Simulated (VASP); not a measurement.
# Si4F (I4/mmm) in VASP: notebook

Runs on Si4F. Level: PBE. Tasks: single point.

Program: VASP 6.6.1. These are calculated values, not measurements. Logs are shortened: lines on timing, memory, paths and dates and some standing lists are left out, and cuts for length are marked.

**1. The cell of the first run**

It takes space group I4/mmm (No. 139, tetragonal). Conventional cell: a = 4.223 Å, b = 4.223 Å, c = 9.291 Å, α = 90.00°, β = 90.00°, γ = 90.00°. Within 3.2 Å of Si (site symmetry -4m2) lie 8 Si at 2.42 to 2.99 Å and 4 F at 3.14 Å. Si (site symmetry 4mm) has 5 Si at 2.28 to 2.42 Å within 3.0 Å. Within 4.3 Å of F (site symmetry 4/mmm) lie 18 Si at 3.14 to 3.51 Å and 4 F at 4.22 Å.

The cell was generated, and may not be a known phase.

**2. Single point, PBE**

INCAR reads:

```
SYSTEM = Si4F
  ALGO = Normal
  EDIFF = 1E-6
  ENCUT = 520
  GGA = PE
  ISIF = 2
  ISMEAR = 0
  LASPH = .True.
  LCHARG = .False.
  LREAL = .False.
  LWAVE = .False.
  NBANDS = 20
  NELM = 100
  PREC = Accurate
  SIGMA = 0.1
```

KPOINTS reads:

```
k-points
0
Gamma
  6 6 6
  0 0 0
```

POSCAR reads:

```
Si4F
1.0
   -2.1115983263      2.1115983263      4.6456514831
    2.1115983263     -2.1115983263      4.6456514831
    2.1115983263      2.1115983263     -4.6456514831
Si F
4 1
Direct
    0.7500000000      0.2500000000      0.5000000000
    0.2500000000      0.7500000000      0.5000000000
    0.3773779535      0.3773779535      0.0000000000
    0.6226220465      0.6226220465      0.0000000000
    0.0000000000      0.0000000000      0.0000000000
```

Potentials or basis: VASP PAW PBE potentials, release 64 (Si, F).

Command:

```console
$ cat potpaw_PBE.64/Si/POTCAR potpaw_PBE.64/F/POTCAR > POTCAR
$ mpirun -np 1 vasp_std > vasp.out
```

OUTCAR:

```text
SYSTEM = Si4F
   EDIFF = 1E-6
   ENCUT = 520
   GGA = PE
   ISIF = 2
   ISMEAR = 0
   LASPH = .True.
   LREAL = .False.
   NELM = 100
   PREC = Accurate

 ion  position               nearest neighbor table
   1  0.750  0.250  0.500-   3 2.42   4 2.42   3 2.42   4 2.42   2 2.99   2 2.99   2 2.99   2 2.99

   2  0.250  0.750  0.500-   3 2.42   4 2.42   3 2.42   4 2.42   1 2.99   1 2.99   1 2.99   1 2.99

   3  0.377  0.377  0.000-   4 2.28   2 2.42   1 2.42   2 2.42   1 2.42
   4  0.623  0.623  0.000-   3 2.28   1 2.42   2 2.42   1 2.42   2 2.42
   5  0.000  0.000  0.000-

  LATTYP: Found a body centered tetragonal cell.
 ALAT       =     4.2231966526
 C/A-ratio  =     2.2000640109

  Lattice vectors:

 A1 = (  -2.1115983263,   2.1115983263,   4.6456514831)
 A2 = (   2.1115983263,  -2.1115983263,   4.6456514831)
 A3 = (   2.1115983263,   2.1115983263,  -4.6456514831)

Analysis of symmetry for initial positions (statically):
=====================================================================
 Subroutine PRICEL returns:
 Original cell was already a primitive cell.

 Routine SETGRP: Setting up the symmetry group for a
 body centered tetragonal supercell.

 Subroutine GETGRP returns: Found 16 space group operations
 (whereof 16 operations were pure point group operations)
 out of a pool of 16 trial point group operations.

The static configuration has the point symmetry D_4h.

Analysis of symmetry for dynamics (positions and initial velocities):
=====================================================================
 Subroutine PRICEL returns:
 Original cell was already a primitive cell.

 Routine SETGRP: Setting up the symmetry group for a
 body centered tetragonal supercell.

 Subroutine GETGRP returns: Found 16 space group operations
 (whereof 16 operations were pure point group operations)
 out of a pool of 16 trial point group operations.

The dynamic configuration has the point symmetry D_4h.

 Subroutine INISYM returns: Found 16 space group operations
 (whereof 16 operations are pure point group operations),
 and found     1 'primitive' translations

----------------------------------------------------------------------------------------

                                     Primitive cell

  volume of cell :      82.8570

  direct lattice vectors                    reciprocal lattice vectors
    -2.111598326  2.111598326  4.645651483     0.000000000  0.236787458  0.107627531
     2.111598326 -2.111598326  4.645651483     0.236787458  0.000000000  0.107627531
     2.111598326  2.111598326 -4.645651483     0.236787458  0.236787458  0.000000000

  length of vectors
     5.522659928  5.522659928  5.522659928     0.260099953  0.260099953  0.334868035

  position of ions in fractional coordinates (direct lattice)
     0.750000000  0.250000000  0.500000000
     0.250000000  0.750000000  0.500000000
     0.377377954  0.377377954  0.000000000
     0.622622046  0.622622046  0.000000000
     0.000000000  0.000000000  0.000000000

  ion indices of the primitive-cell ions
   primitive index   ion index
                 1           1
                 2           2
                 3           3
                 4           4
                 5           5

----------------------------------------------------------------------------------------

 KPOINTS: k-points

Automatic generation of k-mesh.
 Grid dimensions read from file:
 generate k-points for:    6    6    6

 Generating k-lattice:

  Cartesian coordinates                     Fractional coordinates (reciprocal lattice)
     0.000000000  0.039464576  0.017937922     0.166666667  0.000000000 -0.000000000
     0.039464576  0.000000000  0.017937922     0.000000000  0.166666667 -0.000000000
     0.039464576  0.039464576  0.000000000     0.000000000  0.000000000  0.166666667

  Length of vectors
     0.043349992  0.043349992  0.055811339

  Shift w.r.t. Gamma in fractional coordinates (k-lattice)
     0.000000000  0.000000000  0.000000000

 Subroutine IBZKPT returns following result:
 ===========================================

 Found     30 irreducible k-points:

 Following reciprocal coordinates:
            Coordinates               Weight
  0.000000  0.000000  0.000000      1.000000
  0.166667  0.000000 -0.000000      8.000000
  0.333333  0.000000 -0.000000      8.000000
  0.500000  0.000000 -0.000000      4.000000
  0.166667  0.166667 -0.000000      8.000000
  0.333333  0.166667 -0.000000     16.000000
[... 16 lines left out ...]
 -0.333333 -0.333333  0.166667      8.000000
 -0.166667 -0.333333  0.166667      8.000000
 [... further k-points ...]
   k-points           NKPTS =     30   k-points in BZ     NKDIM =     30   number of bands    NBANDS=     20
   number of dos      NEDOS =    301   number of ions     NIONS =      5
   total plane-waves  NPLWV =  74088
   dimension x,y,z NGX =    42 NGY =   42 NGZ =   42
   dimension x,y,z NGXF=    84 NGYF=   84 NGZF=   84
   ions per type =               4   1
   NGX,Y,Z   is equivalent  to a cutoff of  12.64, 12.64, 12.64 a.u.
   NGXF,Y,Z  is equivalent  to a cutoff of  25.29, 25.29, 25.29 a.u.
 SYSTEM =  Si4F
   PREC   = accura    normal or accurate (medium, high low for compatibility)
   ISTART =      0    job   : 0-new  1-cont  2-samecut
   ICHARG =      2    charge: 1-file 2-atom 10-const
   ISPIN  =      1    spin polarized calculation?
   LNONCOLLINEAR =      F non collinear calculations
   LSORBIT =      F    spin-orbit coupling
   LASPH  =      T    aspherical Exc in radial PAW
   ENCUT  =  520.0 eV  38.22 Ry    6.18 a.u.  10.27 10.27 10.27*2*pi/ulx,y,z
   NELM   =    100;   NELMIN=  2; NELMDL= -5     # of ELM steps
   EDIFF  = 0.1E-05   stopping-criterion for ELM
   LREAL  =      F    real-space projection
   EDIFFG = 0.1E-04   stopping-criterion for IOM
   NSW    =      0    number of steps for IOM
   IBRION =     -1    ionic relax: 0-MD 1-quasi-New 2-CG
   NFREE  =      0    steps in history (QN), initial steepest desc. (CG)
   ISIF   =      2    stress and relaxation
   ISYM   =      2    0-nonsym 1-usesym 2-fastsym
   POTIM  = 0.5000    time-step for ionic-motion
   TEBEG  =    0.0;   TEEND  =   0.0 temperature during run
   PSTRESS=    0.0 pullay stress
   NELECT =      23.0000    total number of electrons
   NUPDOWN=      -1.0000    fix difference up-down
   EMIN   =  10.00;   EMAX   =-10.00  energy-range for DOS
   EFERMI =   0.00;   METHOD = LEGACY
   ISMEAR =     0;   SIGMA  =   0.10  broadening in eV -4-tet -1-fermi 0-gaus
   EFERMI_NEDOS =   21; number of points for ismear=-14 and -15
   IALGO  =     38    algorithm
   IMIX   =      4    mixing-type and parameters
     AMIX     =   0.40;   BMIX     =  1.00
     AMIX_MAG =   1.60;   BMIX_MAG =  1.00
  volume/ion in A,a.u.               =      16.57       111.83
  Fermi-wavevector in a.u.,A,eV,Ry     =   1.067926  2.018087 15.516972  1.140465
  Thomas-Fermi vector in A             =   2.203558
   LORBIT       =      0    0 simple, 1 ext, 2 COOP (PROOUT), +10 PAW based schemes
   GGA     = PE    functional components
   LHFCALC =     F    Hartree Fock is set to
   AEXX    =    0.0000 exact exchange contribution
   IVDW    =     0    specifies the selected vdW correction
   LEPSILON=     F    determine dielectric tensor
   LRPA    =     F    only Hartree local field effects (RPA)
 non-spin polarized calculation
 Gauss-broadening in eV      SIGMA  =   0.10
  energy-cutoff  :      520.00
  volume of cell :       82.86
 maximum number of plane-waves:      2244
 NGX is ok and might be reduce to    42
   NGX = 21   NGY = 21   NGZ = 21

 number of electron      22.9999997 magnetization

 Free energy of the ion-electron system (eV)
  ---------------------------------------------------
  ext. energy  EPLUGINS =         0.00000000
  ---------------------------------------------------
  free energy    TOTEN  =       -24.40539000 eV

  energy without entropy =      -24.39989489  energy(sigma->0) =      -24.40264245

 E-fermi :   5.6756     XC(G=0):  -9.9014

 val. band max:        5.5331963584   @ k =  -0.3333   0.5000   0.1667
 cond. band min:       5.6779030104   @ k =   0.3333   0.1667  -0.0000
 fundamental gap:      0.1447066520
 Fermi energy:         5.6755539114

 k-point     1 :       0.0000    0.0000    0.0000
  band No.  band energies     occupation
      1     -15.2256      2.00000
      2      -6.6476      2.00000
      3      -0.8631      2.00000
      4       0.1975      2.00000
      5       1.3495      2.00000
      6       1.4588      2.00000
[... 12 lines left out ...]
     19      14.2520      0.00000
     20      14.2842      0.00000

 k-point     2 :       0.1667    0.0000   -0.0000
  band No.  band energies     occupation
      1     -15.2212      2.00000
      2      -6.4364      2.00000
      3      -1.5925      2.00000
      4      -0.1990      2.00000
      5       0.6445      2.00000
      6       1.5883      2.00000
[... 12 lines left out ...]
     19      12.2967      0.00000
     20      13.4585      0.00000

 k-point     3 :       0.3333    0.0000   -0.0000
  band No.  band energies     occupation
      1     -15.2123      2.00000
      2      -5.8085      2.00000
      3      -3.1600      2.00000
      4      -0.7600      2.00000
      5       1.0228      2.00000
      6       2.0000      2.00000
[... 12 lines left out ...]
     19      13.2859      0.00000
     20      13.7735      0.00000

 k-point     4 :       0.5000    0.0000   -0.0000
  band No.  band energies     occupation
      1     -15.2079      2.00000
      2      -5.0322      2.00000
      3      -4.3238      2.00000
      4      -0.8857      2.00000
      5       1.0978      2.00000
      6       2.6967      2.00000
[... 429 lines left out ...]
 k-point    23 :      -0.3333   -0.3333    0.1667
  band No.  band energies     occupation
      1     -15.2133      2.00000
      2      -5.9657      2.00000
      3      -3.0607      2.00000
      4      -1.0277      2.00000
      5       0.7277      2.00000
      6       2.7606      2.00000
[... 12 lines left out ...]
     19      11.8134      0.00000
     20      12.4162      0.00000

 k-point    24 :      -0.1667   -0.3333    0.1667
  band No.  band energies     occupation
      1     -15.2180      2.00000
      2      -6.2801      2.00000
      3      -2.6276      2.00000
      4      -0.4318      2.00000
      5       1.2832      2.00000
      6       2.0369      2.00000
[... 12 lines left out ...]
     19      11.5539      0.00000
     20      12.8222      0.00000

 [... further k-points ...]
[... 5 lines left out ...]
  --------------------------------------------------------------------------------------
  -------------------------------------------------------------------------------------
  Total        0.0726340      0.0726340     -0.0626228      0.0000000      0.0000000      0.0000000
  in kB        1.4044985      1.4044985     -1.2109148      0.0000000      0.0000000      0.0000000
  external PRESSURE =       0.5326940 kB  Pullay stress =       0.0000000 kB

 VOLUME and BASIS-vectors are now :
 -----------------------------------------------------------------------------
  energy-cutoff  :      520.00
  volume of cell :       82.86
      direct lattice vectors                 reciprocal lattice vectors
    -2.111598326  2.111598326  4.645651483     0.000000000  0.236787458  0.107627531
     2.111598326 -2.111598326  4.645651483     0.236787458  0.000000000  0.107627531
     2.111598326  2.111598326 -4.645651483     0.236787458  0.236787458  0.000000000

 POSITION                                       TOTAL-FORCE (eV/Angst)
 -----------------------------------------------------------------------------------
      0.00000      2.11160      2.32283         0.000000      0.000000      0.000000
      2.11160      0.00000      2.32283         0.000000      0.000000      0.000000
      0.00000      0.00000      3.50633         0.000000      0.000000     -0.007401
      0.00000      0.00000      5.78497        -0.000000     -0.000000      0.007401
      0.00000      0.00000      0.00000         0.000000      0.000000      0.000000
 -----------------------------------------------------------------------------------
    total drift:                               -0.000000     -0.000000     -0.000000

  FREE ENERGIE OF THE ION-ELECTRON SYSTEM (eV)
  ---------------------------------------------------
  free  energy   TOTEN  =       -24.4053900045 eV

  energy  without entropy=      -24.3998948907  energy(sigma->0) =      -24.40264245
```

Run time: 39 s. Hardware: 1 thread of Intel Xeon 6975P-C (Granite Rapids), shared host; peak memory 0.25 GiB.

What came out:

| Quantity | Value |
| --- | --- |
| Free energy | -24.4054 eV |
| Pressure | 0.1 GPa |
| Largest force | 0.007 eV/Å |
| Band gap on the k mesh | zero (an odd number of electrons rules out a gap without spin polarisation) |

Forces in eV/Å, atoms in the order of the input:
```
Si   0.000  0.000  0.000
Si   0.000  0.000  0.000
Si   0.000  0.000 -0.007
Si   0.000  0.000  0.007
F    0.000  0.000  0.000
```

Caveat: an odd number of electrons without spin polarisation forces a metal; a magnetic or distorted state may lie lower.

**3. Single point, PBE**

This run uses another cell than the first one, of 17.05 Å³/atom.

INCAR reads:

```
SYSTEM = Si4F
PREC = Accurate
ENCUT = 520
EDIFF = 1E-6
ISMEAR = 0
SIGMA = 0.1
LREAL = .FALSE.
LASPH = .TRUE.
NELM = 60
ALGO = Normal
ISIF = 2
LWAVE = .FALSE.
LCHARG = .FALSE.
GGA = PE
NBANDS = 20
```

KPOINTS reads:

```
Automatic mesh
0
G
  6 6 6
  0 0 0
```

POSCAR reads:

```
Si4F
1.0
   -2.0441001700      2.0441001700      5.0999434600
    2.0441001700     -2.0441001700      5.0999434600
    2.0441001700      2.0441001700     -5.0999434600
Si F
4 1
Direct
    0.7500000000      0.2500000000      0.5000000000
    0.2500000000      0.7500000000      0.5000000000
    0.3957180100      0.3957180100      0.0000000000
    0.6042819900      0.6042819900      0.0000000000
    0.0000000000      0.0000000000      0.0000000000
```

Potentials or basis: VASP PAW PBE potentials, release 64 (Si, F).

Command:

```console
$ cat potpaw_PBE.64/Si/POTCAR potpaw_PBE.64/F/POTCAR > POTCAR
$ mpirun -np 1 vasp_std > vasp.out
```

OUTCAR:

```text
SYSTEM = Si4F
   PREC = Accurate
   ENCUT = 520
   EDIFF = 1E-6
   ISMEAR = 0
   LREAL = .FALSE.
   LASPH = .TRUE.
   NELM = 60
   ISIF = 2
   GGA = PE

 ion  position               nearest neighbor table
   1  0.750  0.250  0.500-   3 2.53   4 2.53   3 2.53   4 2.53   2 2.89   2 2.89   2 2.89   2 2.89

   2  0.250  0.750  0.500-   3 2.53   4 2.53   3 2.53   4 2.53   1 2.89   1 2.89   1 2.89   1 2.89

   3  0.396  0.396  0.000-   4 2.13   2 2.53   1 2.53   2 2.53   1 2.53
   4  0.604  0.604  0.000-   3 2.13   1 2.53   2 2.53   1 2.53   2 2.53
   5  0.000  0.000  0.000-

  LATTYP: Found a body centered tetragonal cell.
 ALAT       =     4.0882003400
 C/A-ratio  =     2.4949577006

  Lattice vectors:

 A1 = (  -2.0441001700,   2.0441001700,   5.0999434600)
 A2 = (   2.0441001700,  -2.0441001700,   5.0999434600)
 A3 = (   2.0441001700,   2.0441001700,  -5.0999434600)

Analysis of symmetry for initial positions (statically):
=====================================================================
 Subroutine PRICEL returns:
 Original cell was already a primitive cell.

[... 172 lines left out ...]
  free energy    TOTEN  =       -23.62128098 eV

  energy without entropy =      -23.61235267  energy(sigma->0) =      -23.61681683

 E-fermi :   6.1414     XC(G=0):  -9.8242

 val. band max:        6.1390680011   @ k =   0.5000  -0.0000   0.0000
 cond. band min:       6.1765784842   @ k =   0.5000   0.5000   0.0000
 fundamental gap:      0.0375104831
 Fermi energy:         6.1413634091

 k-point     1 :       0.0000    0.0000    0.0000
  band No.  band energies     occupation
      1     -15.3240      2.00000
      2      -6.6304      2.00000
      3      -1.4909      2.00000
      4      -1.4478      2.00000
      5       1.8672      2.00000
      6       2.0078      2.00000
[... 541 lines left out ...]
     19      11.0853      0.00000
     20      12.1636      0.00000

 [... further k-points ...]
[... 5 lines left out ...]
  --------------------------------------------------------------------------------------
  -------------------------------------------------------------------------------------
  Total       -2.3837675     -2.3837675     -0.8734400      0.0000000      0.0000000      0.0000000
  in kB      -44.8068876    -44.8068876    -16.4177620      0.0000000      0.0000000      0.0000000
  external PRESSURE =     -35.3438457 kB  Pullay stress =       0.0000000 kB

 VOLUME and BASIS-vectors are now :
 -----------------------------------------------------------------------------
  energy-cutoff  :      520.00
  volume of cell :       85.24
      direct lattice vectors                 reciprocal lattice vectors
    -2.044100170  2.044100170  5.099943460     0.000000000  0.244606408  0.098040303
     2.044100170 -2.044100170  5.099943460     0.244606408  0.000000000  0.098040303
     2.044100170  2.044100170 -5.099943460     0.244606408  0.244606408  0.000000000

 POSITION                                       TOTAL-FORCE (eV/Angst)
 -----------------------------------------------------------------------------------
      0.00000      2.04410      2.54997        -0.000000     -0.000000     -0.000000
      2.04410      0.00000      2.54997        -0.000000     -0.000000     -0.000000
      0.00000      0.00000      4.03628         0.000000      0.000000     -4.683672
      0.00000      0.00000      6.16361        -0.000000     -0.000000      4.683672
      0.00000      0.00000      0.00000        -0.000000     -0.000000     -0.000000
 -----------------------------------------------------------------------------------
    total drift:                                0.000000     -0.000000     -0.000000

  FREE ENERGIE OF THE ION-ELECTRON SYSTEM (eV)
  ---------------------------------------------------
  free  energy   TOTEN  =       -23.6212809801 eV

  energy  without entropy=      -23.6123526728  energy(sigma->0) =      -23.61681683
```

It took 53 s on 1 thread of Intel Xeon 6975P-C (Granite Rapids), shared host; peak memory 0.3 GiB.

What came out:

```
Free energy            : -23.6213 eV
Pressure               : -3.5 GPa
Largest force          : 4.684 eV/Å
Band gap on the k mesh : zero (an odd number of electrons rules out a gap without spin polarisation)
```

Forces on the atoms (eV/Å):
```
Si   0.000  0.000  0.000
Si   0.000  0.000  0.000
Si   0.000  0.000 -4.684
Si   0.000  0.000  4.684
F    0.000  0.000  0.000
```

Stress tensor (GPa, compression positive):
```
-4.48  0.00  0.00
 0.00 -4.48  0.00
 0.00  0.00 -1.64
```

Levels at points of the mesh, in eV from the Fermi level:
```csv
k point,band 9,band 10,band 11,band 12,band 13,band 14,band 15,band 16
"(0.00, 0.00, 0.00)",-3.56,-3.27,-0.72,-0.72,0.36,0.79,3.80,4.62
"(0.50, 0.00, 0.00)",-2.86,-2.36,-2.18,-0.59,0.00,0.45,1.69,4.30
"(0.50, 0.50, 0.00)",-3.40,-2.74,-1.71,0.04,1.23,1.58,4.63,5.38
"(0.50, 0.50, 0.50)",-2.67,-2.67,-0.15,0.05,0.30,0.30,1.18,2.33
```

Caveat: the cell stands under tension; an odd number of electrons without spin polarisation forces a metal; a magnetic or distorted state may lie lower.

The gap in the log of VASP goes by the Fermi energy; the results here count the filled bands.